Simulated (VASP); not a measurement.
Si2Mo:

```
Si Mo
1.0
     4.58402    0.00000    0.00000
    -2.29201    3.96988    0.00000
     0.00000    0.00000    6.57707
Si Mo
6 3
Direct
  0.16386 0.83614 0.83333
  0.32773 0.16386 0.16667
  0.83614 0.67227 0.50000
  0.83614 0.16386 0.83333
  0.67227 0.83614 0.16667
  0.16386 0.32773 0.50000
  0.50000 0.00000 0.50000
  0.00000 0.50000 0.16667
  0.50000 0.50000 0.83333
```

Base run:

```yaml
Program: VASP 6.6.1
Functional: r2SCAN
Potentials_or_basis: VASP PAW PBE potentials, release 64 (Si, Mo_sv)
Cutoff: 520 eV
k_mesh: 6 × 6 × 4
Occupations: fermi-dirac, width 0.02 eV
Spin: no spin polarisation
```

Its results: band gap on the k mesh 0.15 eV, indirect (least direct gap 0.69 eV); pressure 0.4 GPa; largest force 0.009 eV/Å.

Problem. The run is repeated on the same cell with these changes: functional from r2SCAN to PBE. What comes out?

Solution. Band gap on the k mesh 0.05 eV, indirect (least direct gap 0.54 eV); pressure 3.9 GPa; largest force 0.006 eV/Å.

r2SCAN gives the wider gap, since meta-GGAs in the generalised Kohn-Sham scheme recover part of the derivative discontinuity.

Caveats: the PAW data sets were made with another functional, which shifts forces and pressure a little (some runs).

A k mesh can miss the band edges.
